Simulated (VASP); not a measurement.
# Ga3S (Pm-3m) in VASP: single point with PBE

Aim: the single point of Ga3S with PBE.

Program: VASP 6.6.1. These are calculated values, not measurements. Logs are shortened: lines on timing, memory, paths and dates and some standing lists are left out, and cuts for length are marked.

### Step 1. The cell of the first run

Symmetry: Pm-3m, No. 221, cubic system. The conventional cell has a = 4.177 Å, b = 4.177 Å, c = 4.177 Å, α = 90.00°, β = 90.00°, γ = 90.00°. Within 3.9 Å of Ga (site symmetry 4/mmm) lie 8 Ga at 2.95 Å and 4 S at 2.95 Å. S (site symmetry m-3m) has 12 Ga at 2.95 Å within 3.9 Å.

### Step 2. Single point, PBE (Se replaced by S, lengths x 0.981, strained)

INCAR reads:

```
ALGO = Normal
EDIFF = 1E-7
ENCUT = 520
GGA = PE
ISIF = 2
ISMEAR = 0
LASPH = True
LCHARG = False
LREAL = False
LWAVE = False
NBANDS = 30
NELM = 100
PREC = Accurate
SIGMA = 0.1
```

KPOINTS reads:

```
k-points
0
Gamma
  4 4 4
```

POSCAR reads:

```
Ga3S
1.0
    4.1768890681      0.0000000000      0.0000000000
    0.0000000000      4.1768890681      0.0000000000
    0.0000000000      0.0000000000      4.1768890681
Ga S
3 1
Direct
    0.0000000000      0.5000000000      0.5000000000
    0.5000000000      0.0000000000      0.5000000000
    0.5000000000      0.5000000000      0.0000000000
    0.0000000000      0.0000000000      0.0000000000
```

Potentials or basis: VASP PAW PBE potentials, release 64 (Ga_d, S).

Command:

```
$ cat potpaw_PBE.64/Ga_d/POTCAR potpaw_PBE.64/S/POTCAR > POTCAR
$ mpirun -np 1 vasp_std > vasp.out
```

OUTCAR:

```text
EDIFF = 1E-7
   ENCUT = 520
   GGA = PE
   ISIF = 2
   ISMEAR = 0
   LASPH = True
   LREAL = False
   NELM = 100
   PREC = Accurate

 ion  position               nearest neighbor table
   1  0.000  0.500  0.500-
   2  0.500  0.000  0.500-
   3  0.500  0.500  0.000-
   4  0.000  0.000  0.000-

  LATTYP: Found a simple cubic cell.
 ALAT       =     4.1768890681

  Lattice vectors:

 A1 = (   4.1768890681,   0.0000000000,   0.0000000000)
 A2 = (   0.0000000000,   4.1768890681,   0.0000000000)
 A3 = (   0.0000000000,   0.0000000000,   4.1768890681)

Analysis of symmetry for initial positions (statically):
=====================================================================
 Subroutine PRICEL returns:
 Original cell was already a primitive cell.

 Routine SETGRP: Setting up the symmetry group for a
 simple cubic supercell.

 Subroutine GETGRP returns: Found 48 space group operations
 (whereof 48 operations were pure point group operations)
 out of a pool of 48 trial point group operations.

The static configuration has the point symmetry O_h .

Analysis of symmetry for dynamics (positions and initial velocities):
=====================================================================
 Subroutine PRICEL returns:
 Original cell was already a primitive cell.

 Routine SETGRP: Setting up the symmetry group for a
 simple cubic supercell.

 Subroutine GETGRP returns: Found 48 space group operations
 (whereof 48 operations were pure point group operations)
 out of a pool of 48 trial point group operations.

The dynamic configuration has the point symmetry O_h .

 Subroutine INISYM returns: Found 48 space group operations
 (whereof 48 operations are pure point group operations),
 and found     1 'primitive' translations

----------------------------------------------------------------------------------------

                                     Primitive cell

  volume of cell :      72.8717

  direct lattice vectors                    reciprocal lattice vectors
     4.176889068  0.000000000  0.000000000     0.239412631  0.000000000  0.000000000
     0.000000000  4.176889068  0.000000000     0.000000000  0.239412631  0.000000000
[... 68 lines left out ...]
   ISPIN  =      1    spin polarized calculation?
   LNONCOLLINEAR =      F non collinear calculations
   LSORBIT =      F    spin-orbit coupling
   LASPH  =      T    aspherical Exc in radial PAW
   ENCUT  =  520.0 eV  38.22 Ry    6.18 a.u.   7.77  7.77  7.77*2*pi/ulx,y,z
   NELM   =    100;   NELMIN=  2; NELMDL= -5     # of ELM steps
   EDIFF  = 0.1E-06   stopping-criterion for ELM
   LREAL  =      F    real-space projection
   EDIFFG = 0.1E-05   stopping-criterion for IOM
   NSW    =      0    number of steps for IOM
   IBRION =     -1    ionic relax: 0-MD 1-quasi-New 2-CG
   NFREE  =      0    steps in history (QN), initial steepest desc. (CG)
   ISIF   =      2    stress and relaxation
   ISYM   =      2    0-nonsym 1-usesym 2-fastsym
   POTIM  = 0.5000    time-step for ionic-motion
   TEBEG  =    0.0;   TEEND  =   0.0 temperature during run
   PSTRESS=    0.0 pullay stress
   NELECT =      45.0000    total number of electrons
   NUPDOWN=      -1.0000    fix difference up-down
   EMIN   =  10.00;   EMAX   =-10.00  energy-range for DOS
   EFERMI =   0.00;   METHOD = LEGACY
   ISMEAR =     0;   SIGMA  =   0.10  broadening in eV -4-tet -1-fermi 0-gaus
   EFERMI_NEDOS =   21; number of points for ismear=-14 and -15
   IALGO  =     38    algorithm
   IMIX   =      4    mixing-type and parameters
     AMIX     =   0.40;   BMIX     =  1.00
     AMIX_MAG =   1.60;   BMIX_MAG =  1.00
  volume/ion in A,a.u.               =      18.22       122.94
  Fermi-wavevector in a.u.,A,eV,Ry     =   1.394096  2.634460 26.442978  1.943504
  Thomas-Fermi vector in A             =   2.517678
   LORBIT       =      0    0 simple, 1 ext, 2 COOP (PROOUT), +10 PAW based schemes
   GGA     = PE    functional components
   LHFCALC =     F    Hartree Fock is set to
   AEXX    =    0.0000 exact exchange contribution
   IVDW    =     0    specifies the selected vdW correction
   LEPSILON=     F    determine dielectric tensor
   LRPA    =     F    only Hartree local field effects (RPA)
 non-spin polarized calculation
 Gauss-broadening in eV      SIGMA  =   0.10
  energy-cutoff  :      520.00
  volume of cell :       72.87
 maximum number of plane-waves:      1986
 NGX is ok and might be reduce to    32
   NGX = 15   NGY = 15   NGZ = 15

 number of electron      44.9999968 magnetization

 Free energy of the ion-electron system (eV)
  ---------------------------------------------------
  ext. energy  EPLUGINS =         0.00000000
  ---------------------------------------------------
  free energy    TOTEN  =       -12.65946023 eV

  energy without entropy =      -12.64112607  energy(sigma->0) =      -12.65029315

 E-fermi :   6.2412     XC(G=0): -10.9686

 val. band max:        5.7001636720   @ k =   0.5000   0.0000   0.0000
 cond. band min:       6.2506764186   @ k =   0.5000   0.2500   0.2500
 fundamental gap:      0.5505127465
 Fermi energy:         6.2412064748

 k-point     1 :       0.0000    0.0000    0.0000
  band No.  band energies     occupation
      1      -9.0655      2.00000
      2      -9.0128      2.00000
      3      -9.0128      2.00000
      4      -9.0128      2.00000
      5      -8.9336      2.00000
      6      -8.9336      2.00000
[... 319 lines left out ...]
     29      16.4143      0.00000
     30      16.4244      0.00000

------------------------ aborting loop because EDIFF is reached ----------------------------------------

  FORCE on cell =-STRESS in cart. coord.  units (eV):
  Direction    XX          YY          ZZ          XY          YZ          ZX
  --------------------------------------------------------------------------------------
  -------------------------------------------------------------------------------------
  Total        2.5837032      2.5837032      2.5837032     -0.0000000     -0.0000000      0.0000000
  in kB       56.8060233     56.8060233     56.8060233     -0.0000000     -0.0000000      0.0000000
  external PRESSURE =      56.8060233 kB  Pullay stress =       0.0000000 kB

 VOLUME and BASIS-vectors are now :
 -----------------------------------------------------------------------------
  energy-cutoff  :      520.00
  volume of cell :       72.87
      direct lattice vectors                 reciprocal lattice vectors
     4.176889068  0.000000000  0.000000000     0.239412631  0.000000000  0.000000000
     0.000000000  4.176889068  0.000000000     0.000000000  0.239412631  0.000000000
     0.000000000  0.000000000  4.176889068     0.000000000  0.000000000  0.239412631

 POSITION                                       TOTAL-FORCE (eV/Angst)
 -----------------------------------------------------------------------------------
      0.00000      2.08844      2.08844         0.000000      0.000000      0.000000
      2.08844      0.00000      2.08844         0.000000      0.000000      0.000000
      2.08844      2.08844      0.00000         0.000000      0.000000      0.000000
      0.00000      0.00000      0.00000         0.000000      0.000000      0.000000
 -----------------------------------------------------------------------------------
    total drift:                                0.000000     -0.000000     -0.000000

  FREE ENERGIE OF THE ION-ELECTRON SYSTEM (eV)
  ---------------------------------------------------
  free  energy   TOTEN  =       -12.6594602330 eV

  energy  without entropy=      -12.6411260701  energy(sigma->0) =      -12.65029315
```

OSZICAR:

```text
N       E                     dE             d eps       ncg     rms          rms(c)
DAV:   1     0.321751833971E+03    0.32175E+03   -0.21178E+04   618   0.258E+03
DAV:   2     0.295958851270E+02   -0.29216E+03   -0.28178E+03   614   0.534E+02
DAV:   3    -0.110057965985E+02   -0.40602E+02   -0.38923E+02   672   0.142E+02
DAV:   4    -0.128587100339E+02   -0.18529E+01   -0.18379E+01   716   0.306E+01
DAV:   5    -0.129225465906E+02   -0.63837E-01   -0.63794E-01   786   0.519E+00    0.707E+00
DAV:   6    -0.126733145367E+02    0.24923E+00   -0.79489E-01   924   0.911E+00    0.451E+00
DAV:   7    -0.126638307546E+02    0.94838E-02   -0.71830E-02   696   0.136E+00    0.181E+00
DAV:   8    -0.126596077110E+02    0.42230E-02   -0.10245E-02   834   0.624E-01    0.148E-01
DAV:   9    -0.126594269105E+02    0.18080E-03   -0.13458E-03   838   0.270E-01    0.481E-02
DAV:  10    -0.126594609057E+02   -0.33995E-04   -0.17349E-04   694   0.134E-01    0.888E-03
DAV:  11    -0.126594602350E+02    0.67071E-06   -0.28828E-05   810   0.611E-02    0.780E-03
DAV:  12    -0.126594602277E+02    0.72332E-08   -0.27946E-06   740   0.113E-02    0.632E-03
DAV:  13    -0.126594602330E+02   -0.52332E-08   -0.26159E-07   648   0.469E-03
   1 F= -.12659460E+02 E0= -.12650293E+02  d E =-.183342E-01
```

stdout:

```text
POSCAR found type information on POSCAR GaS
 POSCAR found :  2 types and       4 ions
 scaLAPACK will be used
 LDA part: xc-table for (Slater+PW92), standard interpolation
 POSCAR, INCAR and KPOINTS ok, starting setup
 FFT: planning ... GRIDC
 FFT: planning ... GRID_SOFT
 FFT: planning ... GRID
 WAVECAR not read
 entering main loop
```

It took 16 s on 1 thread of AMD EPYC 9R45 (Zen 5), shared host; peak memory 0.14 GiB.

Results:

- Free energy: -12.6595 eV
- Pressure: 5.7 GPa

Caveat: the k points lie up to 0.38 Å⁻¹ apart; the cell differs from its parent crystal (Se replaced by S, lengths x 0.981, strained).
